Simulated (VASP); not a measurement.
Na3H2:

```
Na H
1.0
     1.67407    0.96653    7.76019
    -1.67407    0.96653    7.76019
     0.00000   -1.93306    7.76019
Na H
3 2
Direct
  0.00000 0.00000 0.00000
  0.20950 0.20950 0.20950
  0.79050 0.79050 0.79050
  0.40000 0.40000 0.40000
  0.60000 0.60000 0.60000
```

* Program: VASP 6.6.1
* Task: relaxation of cell and atoms
* Functional: PBE
* Potentials or basis: VASP PAW PBE potentials, release 64 (Na_pv, H)
* Cutoff: 500 eV
* k mesh: 6 × 6 × 6
* Occupations: gaussian, width 0.1 eV
* Spin: no spin polarisation

At the start: pressure 5.2 GPa; volume 15.07 Å³/atom.

Problem. Where does the relaxation end?

Solution. Over 12 steps the energy falls by 190.5 meV/atom and the volume is 18.04 Å³/atom (+19.7 %); space group R-3m (No. 166, to 0.1 Å) before and after.

The path:
```
step  energy change (eV)  largest force (eV/Å)  pressure (GPa)  volume (Å³)
   1              0.0000                1.4353            5.18        75.34
   2             -0.3574                1.0280            2.77        80.76
   3             -0.7158                0.4239           -0.56        93.07
   4             -0.7370                0.4238           -1.13        96.45
   5             -0.7389                0.4236           -1.29        97.57
   6             -0.7987                0.4033           -0.95        95.15
   7             -0.8986                0.3108            0.44        88.08
   8             -0.9019                0.2786            0.85        86.33
   9             -0.9378                0.1226            0.57        87.60
  10             -0.9498                0.0498            0.28        89.00
  11             -0.9499                0.0371            0.29        88.90
  12             -0.9524                0.0094            0.03        90.21
```

Final structure:
```yaml
crystal:
  lattice:
    - [1.71093, 0.98781, 8.89647]
    - [-1.71093, 0.98781, 8.89647]
    - [0.00000, -1.97562, 8.89647]
  atoms:
    - { symbol: Na, position: [0.00000, 0.00000, 0.00000] }
    - { symbol: Na, position: [0.22664, 0.22664, 0.22664] }
    - { symbol: Na, position: [0.77336, 0.77336, 0.77336] }
    - { symbol: H, position: [0.38583, 0.38583, 0.38583] }
    - { symbol: H, position: [0.61417, 0.61417, 0.61417] }
```

Caveat: the k points lie up to 0.36 Å⁻¹ apart in the final cell, too coarse for converged energies and pressures of a metal; the volume moved by over 15 % at a fixed basis, so the end points are rough.
